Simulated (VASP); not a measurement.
# Si (a cell with a defect) in VASP: further runs

Si (a cell with a defect) is run at these levels: PBE; tasks: relaxation of the atoms.

All numbers are computed with VASP 6.6.1; they aren't measurements. Logs are shortened: lines on timing, memory, paths and dates and some standing lists are left out, and cuts for length are marked.

### Step 1. The cell of the first run

The cell holds a defect, 15 atoms: a = 7.736 Å, b = 7.736 Å, c = 7.736 Å, α = 60.00°, β = 60.00°, γ = 60.00°.

### Step 2. Relaxation of the atoms, PBE

Contents of INCAR:

```
  PREC = Accurate
  ENCUT = 520
  EDIFF = 1E-6
  ISMEAR = 0
  SIGMA = 0.02
  LREAL = Auto
  LASPH = True
  NELM = 80
  ALGO = Normal
  ISIF = 2
  LWAVE = False
  LCHARG = False
  GGA = PE
  IBRION = 2
  NSW = 80
  EDIFFG = -0.02
```

Contents of KPOINTS:

```
Automatic mesh
0
Gamma
  2 2 2
```

Contents of POSCAR:

```
Si
1.0
    0.0000000000      5.4700937548     -5.4700937548
    5.4700937548      5.4700937548      0.0000000000
    5.4700937548      0.0000000000     -5.4700937548
Si
15
Direct
    0.1250000000      0.1250000000      0.1250000000
    0.1250000000      0.6250000000      0.1250000000
    0.6250000000      0.1250000000      0.1250000000
    0.6250000000      0.6250000000      0.1250000000
    0.1250000000      0.1250000000      0.6250000000
    0.1250000000      0.6250000000      0.6250000000
    0.6250000000      0.1250000000      0.6250000000
    0.6250000000      0.6250000000      0.6250000000
    0.2500000000      0.2500000000      0.2500000000
    0.7500000000      0.7500000000      0.2500000000
    0.7500000000      0.2500000000      0.2500000000
    0.2500000000      0.7500000000      0.7500000000
    0.2500000000      0.2500000000      0.7500000000
    0.7500000000      0.7500000000      0.7500000000
    0.7500000000      0.2500000000      0.7500000000
```

Potentials or basis: VASP PAW PBE potentials, release 64 (Si).

Command:

```
cat potpaw_PBE.64/Si/POTCAR > POTCAR
mpirun -np 1 vasp_std > vasp.out
```

OUTCAR:

```text
PREC = Accurate
   ENCUT = 520
   EDIFF = 1E-6
   ISMEAR = 0
   LREAL = Auto
   LASPH = True
   NELM = 80
   ISIF = 2
   GGA = PE
   IBRION = 2
   NSW = 80
   EDIFFG = -0.02

 ion  position               nearest neighbor table
   1  0.125  0.125  0.125-  11 2.37  13 2.37   9 2.37
   2  0.125  0.625  0.125-   9 2.37  10 2.37  12 2.37
   3  0.625  0.125  0.125-   9 2.37  10 2.37  15 2.37  11 2.37
   4  0.625  0.625  0.125-  11 2.37  14 2.37  10 2.37
   5  0.125  0.125  0.625-   9 2.37  12 2.37  15 2.37  13 2.37
   6  0.125  0.625  0.625-  13 2.37  14 2.37  12 2.37
   7  0.625  0.125  0.625-  11 2.37  13 2.37  14 2.37  15 2.37
   8  0.625  0.625  0.625-  10 2.37  12 2.37  15 2.37  14 2.37
   9  0.250  0.250  0.250-   2 2.37   3 2.37   5 2.37   1 2.37
  10  0.750  0.750  0.250-   2 2.37   3 2.37   8 2.37   4 2.37
  11  0.750  0.250  0.250-   1 2.37   4 2.37   7 2.37   3 2.37
  12  0.250  0.750  0.750-   2 2.37   5 2.37   8 2.37   6 2.37
  13  0.250  0.250  0.750-   1 2.37   6 2.37   7 2.37   5 2.37
  14  0.750  0.750  0.750-   4 2.37   6 2.37   7 2.37   8 2.37
  15  0.750  0.250  0.750-   3 2.37   5 2.37   8 2.37   7 2.37

  LATTYP: Found a face centered cubic cell.
 ALAT       =    10.9401875096

  Lattice vectors:

 A1 = (   0.0000000000,   5.4700937548,  -5.4700937548)
 A2 = (   5.4700937548,   5.4700937548,   0.0000000000)
 A3 = (   5.4700937548,   0.0000000000,  -5.4700937548)

Analysis of symmetry for initial positions (statically):
=====================================================================
 Subroutine PRICEL returns:
 Original cell was already a primitive cell.

 Routine SETGRP: Setting up the symmetry group for a
 face centered cubic supercell.

 Subroutine GETGRP returns: Found 24 space group operations
 (whereof  4 operations were pure point group operations)
 out of a pool of 48 trial point group operations.

The static configuration has the point symmetry C_2v.
 The point group associated with its full space group is T_d .

Analysis of symmetry for dynamics (positions and initial velocities):
=====================================================================
 Subroutine PRICEL returns:
 Original cell was already a primitive cell.

 Routine SETGRP: Setting up the symmetry group for a
 face centered cubic supercell.

 Subroutine GETGRP returns: Found 24 space group operations
 (whereof  4 operations were pure point group operations)
 out of a pool of 48 trial point group operations.

The dynamic configuration has the point symmetry C_2v.
 The point group associated with its full space group is T_d .

 Subroutine INISYM returns: Found 24 space group operations
 (whereof  4 operations are pure point group operations),
 and found     1 'primitive' translations

----------------------------------------------------------------------------------------

                                     Primitive cell

  volume of cell :     327.3515

  direct lattice vectors                    reciprocal lattice vectors
     0.000000000  5.470093755 -5.470093755    -0.091406112  0.091406112 -0.091406112
     5.470093755  5.470093755  0.000000000     0.091406112  0.091406112  0.091406112
     5.470093755  0.000000000 -5.470093755     0.091406112 -0.091406112 -0.091406112

  length of vectors
     7.735880775  7.735880775  7.735880775     0.158320029  0.158320029  0.158320029

  position of ions in fractional coordinates (direct lattice)
     0.125000000  0.125000000  0.125000000
     0.125000000  0.625000000  0.125000000
     0.625000000  0.125000000  0.125000000
     0.625000000  0.625000000  0.125000000
     0.125000000  0.125000000  0.625000000
     0.125000000  0.625000000  0.625000000
     0.625000000  0.125000000  0.625000000
     0.625000000  0.625000000  0.625000000
     0.250000000  0.250000000  0.250000000
     0.750000000  0.750000000  0.250000000
     0.750000000  0.250000000  0.250000000
     0.250000000  0.750000000  0.750000000
     0.250000000  0.250000000  0.750000000
     0.750000000  0.750000000  0.750000000
     0.750000000  0.250000000  0.750000000

  ion indices of the primitive-cell ions
   primitive index   ion index
                 1           1
                 2           2
                 3           3
                 4           4
                 5           5
                 6           6
                 7           7
                 8           8
                 9           9
                10          10
                11          11
                12          12
                13          13
                14          14
                15          15

----------------------------------------------------------------------------------------

 KPOINTS: Automatic mesh

Automatic generation of k-mesh.
 Grid dimensions read from file:
 generate k-points for:    2    2    2

 Generating k-lattice:

  Cartesian coordinates                     Fractional coordinates (reciprocal lattice)
    -0.045703056  0.045703056 -0.045703056     0.500000000  0.000000000  0.000000000
     0.045703056  0.045703056  0.045703056     0.000000000  0.500000000  0.000000000
     0.045703056 -0.045703056 -0.045703056     0.000000000  0.000000000  0.500000000

  Length of vectors
     0.079160015  0.079160015  0.079160015

  Shift w.r.t. Gamma in fractional coordinates (k-lattice)
     0.000000000  0.000000000  0.000000000

 Subroutine IBZKPT returns following result:
 ===========================================

 Found      3 irreducible k-points:

 Following reciprocal coordinates:
            Coordinates               Weight
  0.000000  0.000000  0.000000      1.000000
  0.500000  0.000000  0.000000      4.000000
  0.500000  0.500000  0.000000      3.000000
   k-points           NKPTS =      3   k-points in BZ     NKDIM =      3   number of bands    NBANDS=     38
   number of dos      NEDOS =    301   number of ions     NIONS =     15
   total plane-waves  NPLWV = 216000
   dimension x,y,z NGX =    60 NGY =   60 NGZ =   60
   dimension x,y,z NGXF=   120 NGYF=  120 NGZF=  120
   ions per type =              15
   NGX,Y,Z   is equivalent  to a cutoff of  12.89, 12.89, 12.89 a.u.
   NGXF,Y,Z  is equivalent  to a cutoff of  25.79, 25.79, 25.79 a.u.
 SYSTEM =  unknown system
   PREC   = accura    normal or accurate (medium, high low for compatibility)
   ISTART =      0    job   : 0-new  1-cont  2-samecut
   ICHARG =      2    charge: 1-file 2-atom 10-const
   ISPIN  =      1    spin polarized calculation?
   LNONCOLLINEAR =      F non collinear calculations
   LSORBIT =      F    spin-orbit coupling
   LASPH  =      T    aspherical Exc in radial PAW
   ENCUT  =  520.0 eV  38.22 Ry    6.18 a.u.  14.38 14.38 14.38*2*pi/ulx,y,z
   NELM   =     80;   NELMIN=  2; NELMDL= -5     # of ELM steps
   EDIFF  = 0.1E-05   stopping-criterion for ELM
   LREAL  =      T    real-space projection
   EDIFFG = -.2E-01   stopping-criterion for IOM
   NSW    =     80    number of steps for IOM
   IBRION =      2    ionic relax: 0-MD 1-quasi-New 2-CG
   NFREE  =      1    steps in history (QN), initial steepest desc. (CG)
   ISIF   =      2    stress and relaxation
   ISYM   =      2    0-nonsym 1-usesym 2-fastsym
   POTIM  = 0.5000    time-step for ionic-motion
   TEBEG  =    0.0;   TEEND  =   0.0 temperature during run
   PSTRESS=    0.0 pullay stress
   NELECT =      60.0000    total number of electrons
   NUPDOWN=      -1.0000    fix difference up-down
   EMIN   =  10.00;   EMAX   =-10.00  energy-range for DOS
   EFERMI =   0.00;   METHOD = LEGACY
   ISMEAR =     0;   SIGMA  =   0.02  broadening in eV -4-tet -1-fermi 0-gaus
   EFERMI_NEDOS =   21; number of points for ismear=-14 and -15
   IALGO  =     38    algorithm
   IMIX   =      4    mixing-type and parameters
     AMIX     =   0.40;   BMIX     =  1.00
     AMIX_MAG =   1.60;   BMIX_MAG =  1.00
  volume/ion in A,a.u.               =      21.82       147.27
  Fermi-wavevector in a.u.,A,eV,Ry     =   0.929938  1.757327 11.766100  0.864784
  Thomas-Fermi vector in A             =   2.056273
   LORBIT       =      0    0 simple, 1 ext, 2 COOP (PROOUT), +10 PAW based schemes
   GGA     = PE    functional components
   LHFCALC =     F    Hartree Fock is set to
   AEXX    =    0.0000 exact exchange contribution
   IVDW    =     0    specifies the selected vdW correction
   LEPSILON=     F    determine dielectric tensor
   LRPA    =     F    only Hartree local field effects (RPA)
 conjugate gradient relaxation of ions
 non-spin polarized calculation
 Gauss-broadening in eV      SIGMA  =   0.02
  energy-cutoff  :      520.00
  volume of cell :      327.35
 maximum number of plane-waves:      8824
 NGX is ok and might be reduce to    60
   NGX = 29   NGY = 29   NGZ = 29

--------------------------------------- Ionic step        1  -------------------------------------------

 number of electron      60.0000006 magnetization

 Free energy of the ion-electron system (eV)
  ---------------------------------------------------
  ext. energy  EPLUGINS =         0.00000000
  ---------------------------------------------------
  free energy    TOTEN  =       -77.61956624 eV

  energy without entropy =      -77.61426610  energy(sigma->0) =      -77.61691617

------------------------ aborting loop because EDIFF is reached ----------------------------------------

  FORCE on cell =-STRESS in cart. coord.  units (eV):
  Direction    XX          YY          ZZ          XY          YZ          ZX
  --------------------------------------------------------------------------------------
  -------------------------------------------------------------------------------------
  Total       -2.6980836     -2.6980836     -2.6980836     -0.0000000     -0.0000000     -0.0000000
  in kB      -13.2054037    -13.2054037    -13.2054037     -0.0000000     -0.0000000     -0.0000000
  external PRESSURE =     -13.2054037 kB  Pullay stress =       0.0000000 kB
[... 230 lines left out ...]
  energy  without entropy=      -77.6160769166  energy(sigma->0) =      -77.61872699

--------------------------------------- Ionic step        6  -------------------------------------------

 number of electron      60.0000006 magnetization

 Free energy of the ion-electron system (eV)
  ---------------------------------------------------
  ext. energy  EPLUGINS =         0.00000000
  ---------------------------------------------------
  free energy    TOTEN  =       -77.62160360 eV

  energy without entropy =      -77.61630346  energy(sigma->0) =      -77.61895353

 E-fermi :   5.7299     XC(G=0):  -9.0788

 val. band max:        4.5677086936   @ k =   0.0000   0.0000   0.0000
 cond. band min:       5.7435498114   @ k =   0.5000   0.5000   0.0000
 fundamental gap:      1.1758411177
 Fermi energy:         5.7298684212

 k-point     1 :       0.0000    0.0000    0.0000
  band No.  band energies     occupation
      1      -6.6076      2.00000
      2      -4.4793      2.00000
      3      -4.4793      2.00000
      4      -4.4793      2.00000
      5      -3.9062      2.00000
      6      -2.7303      2.00000
[... 30 lines left out ...]
     37       6.5669      0.00000
     38       6.5669      0.00000

 k-point     2 :       0.5000    0.0000    0.0000
  band No.  band energies     occupation
      1      -5.9877      2.00000
      2      -5.6894      2.00000
      3      -4.1509      2.00000
      4      -4.1509      2.00000
      5      -4.0961      2.00000
      6      -3.9905      2.00000
[... 30 lines left out ...]
     37       7.0126      0.00000
     38       7.0230      0.00000

 k-point     3 :       0.5000    0.5000    0.0000
  band No.  band energies     occupation
      1      -5.6815      2.00000
      2      -5.5298      2.00000
      3      -4.7615      2.00000
      4      -4.7246      2.00000
      5      -4.7246      2.00000
      6      -3.8870      2.00000
[... 72 lines left out ...]
  FREE ENERGIE OF THE ION-ELECTRON SYSTEM (eV)
  ---------------------------------------------------
  free  energy   TOTEN  =       -77.6216036031 eV

  energy  without entropy=      -77.6163034642  energy(sigma->0) =      -77.61895353

 reached required accuracy - stopping structural energy minimisation
```

It took 1.8 min on 1 thread of Intel Xeon 6975P-C (Granite Rapids), shared host; peak memory 0.49 GiB.

Results:

* Free energy: -77.6216 eV
* Energy gained by relaxing: 0.1 meV/atom
* Ionic steps: 6
* Pressure after relaxing: -1.4 GPa
* Largest force after relaxing: 0.007 eV/Å
* Band gap on the k mesh: zero (band 30 reaches 5.92 eV, above the bottom of band 31 at 5.74 eV)

Forces on the atoms (eV/Å):
```
Si  -0.001 -0.001 -0.001
Si   0.001  0.001 -0.001
Si   0.004 -0.004 -0.004
Si   0.001 -0.001  0.001
Si  -0.004  0.004 -0.004
Si  -0.001  0.001  0.001
Si  -0.004 -0.004  0.004
Si   0.004  0.004  0.004
Si   0.000  0.000  0.005
Si  -0.005  0.000  0.000
Si   0.000  0.005  0.000
Si   0.000 -0.005  0.000
Si   0.005  0.000  0.000
Si   0.000  0.000 -0.005
Si   0.000  0.000  0.000
```

The path:
```tsv
step	energy change (eV)	largest force (eV/Å)	pressure (GPa)
1	0.0000	0.0643	-1.32
2	-0.0013	0.0446	-1.36
3	-0.0015	0.0339	-1.38
4	-0.0015	0.0319	-1.39
5	-0.0018	0.0203	-1.41
6	-0.0020	0.0069	-1.45
```

Final structure:
```
CELL_PARAMETERS angstrom
0.00000 5.47009 -5.47009
5.47009 5.47009 0.00000
5.47009 0.00000 -5.47009
ATOMIC_POSITIONS crystal
Si 0.12558 0.12325 0.12558
Si 0.12558 0.62558 0.12558
Si 0.62505 0.12505 0.12486
Si 0.62325 0.62558 0.12558
Si 0.12486 0.12505 0.62505
Si 0.12558 0.62558 0.62325
Si 0.62505 0.12505 0.62505
Si 0.62505 0.62486 0.62505
Si 0.25038 0.24962 0.25038
Si 0.74962 0.75038 0.25038
Si 0.74962 0.24962 0.25038
Si 0.25038 0.75038 0.74962
Si 0.25038 0.24962 0.74962
Si 0.74962 0.75038 0.74962
Si 0.75000 0.25000 0.75000
```

Caveat: the k points lie up to 0.50 Å⁻¹ apart.

### Step 3. Relaxation of the atoms, PBE

Contents of INCAR:

```
SYSTEM = Si
PREC     = Accurate       ! precision mode
ENCUT    = 520            ! plane-wave cutoff, eV
EDIFF    = 1E-7           ! SCF threshold, eV
ISMEAR   = 0              ! smearing method
SIGMA    = 0.02           ! smearing width, eV
LREAL    = Auto         
LASPH    = .True.         ! aspherical terms in the spheres
NELM     = 60             ! most SCF steps
ALGO     = Normal         ! electronic algorithm
ISIF     = 2              ! what is computed and relaxed
LWAVE    = .False.        ! write WAVECAR
LCHARG   = .False.        ! write CHGCAR
GGA      = PE             ! functional
IBRION   = 2              ! ionic algorithm
NSW      = 80             ! ionic steps
EDIFFG   = -0.02          ! ionic threshold
```

Contents of KPOINTS:

```
Automatic mesh
0
Gamma
  2 2 2
  0 0 0
```

Changes to POSCAR since step 2:

```diff
@@ -8,3 +8,3 @@
 Direct
-    0.1250000000      0.1250000000      0.1250000000
+    0.2500000000     -0.2500000000      0.2500000000
     0.1250000000      0.6250000000      0.1250000000
```

Potentials or basis: VASP PAW PBE potentials, release 64 (Si).

Command:

```
cat potpaw_PBE.64/Si/POTCAR > POTCAR
mpirun -np 1 vasp_std > vasp.out
```

Wall time 96 s (1 thread of Intel Xeon 6975P-C (Granite Rapids), shared host); peak memory 0.49 GiB.

It converged, with:

| Quantity | Value |
| --- | --- |
| Free energy | -77.6214 eV |
| Energy gained by relaxing | 0.1 meV/atom |
| Ionic steps | 5 |
| Pressure after relaxing | -1.4 GPa |
| Largest force after relaxing | 0.019 eV/Å |
| Band gap on the k mesh | zero (band 30 reaches 5.92 eV, above the bottom of band 31 at 5.76 eV) |

Forces in eV/Å, atoms in the order of the input:
```
Si   0.011  0.011  0.011
Si   0.000  0.000 -0.009
Si   0.009  0.000  0.000
Si   0.000 -0.009  0.000
Si   0.000  0.009  0.000
Si  -0.009  0.000  0.000
Si   0.000  0.000  0.009
Si   0.000  0.000  0.000
Si  -0.011 -0.011  0.011
Si  -0.001  0.001  0.001
Si  -0.011  0.011 -0.011
Si   0.001 -0.001  0.001
Si   0.011 -0.011 -0.011
Si   0.001  0.001 -0.001
Si  -0.001 -0.001 -0.001
```

Step by step:
```
step  energy change (eV)  largest force (eV/Å)  pressure (GPa)
   1              0.0000                0.0644           -1.32
   2             -0.0013                0.0368           -1.37
   3             -0.0016                0.0273           -1.39
   4             -0.0016                0.0264           -1.39
   5             -0.0018                0.0188           -1.41
```

Final structure:
```cif
data_structure
_symmetry_space_group_name_H-M 'P 1'
_symmetry_Int_Tables_number 1
_cell_length_a 7.7359
_cell_length_b 7.7359
_cell_length_c 7.7359
_cell_angle_alpha 60.000
_cell_angle_beta 60.000
_cell_angle_gamma 60.000
_cell_volume 327.35
loop_
_atom_site_label
_atom_site_type_symbol
_atom_site_fract_x
_atom_site_fract_y
_atom_site_fract_z
_atom_site_occupancy
Si1 Si 0.24967 0.75100 0.24967 1
Si2 Si 0.12454 0.62546 0.12454 1
Si3 Si 0.62546 0.12454 0.12454 1
Si4 Si 0.62546 0.62546 0.12454 1
Si5 Si 0.12454 0.12454 0.62546 1
Si6 Si 0.12454 0.62546 0.62546 1
Si7 Si 0.62546 0.12454 0.62546 1
Si8 Si 0.62500 0.62500 0.62500 1
Si9 Si 0.24967 0.24967 0.24967 1
Si10 Si 0.74998 0.74998 0.25007 1
Si11 Si 0.75100 0.24967 0.24967 1
Si12 Si 0.25007 0.74998 0.74998 1
Si13 Si 0.24967 0.24967 0.75100 1
Si14 Si 0.74998 0.74998 0.74998 1
Si15 Si 0.74998 0.25007 0.74998 1
```

Levels at points of the mesh, in eV from the Fermi level:
```
           k point  band 28  band 29  band 30  band 31  band 32  band 33
(0.00, 0.00, 0.00)    -1.18    -1.18     0.18     0.18     0.18     0.18
(0.50, 0.00, 0.00)    -1.50    -1.47    -1.47     0.36     0.36     0.82
(0.50, 0.50, 0.00)    -2.04    -1.98    -1.73     0.01     0.01     0.61
```

Caveat: the k points lie up to 0.50 Å⁻¹ apart.
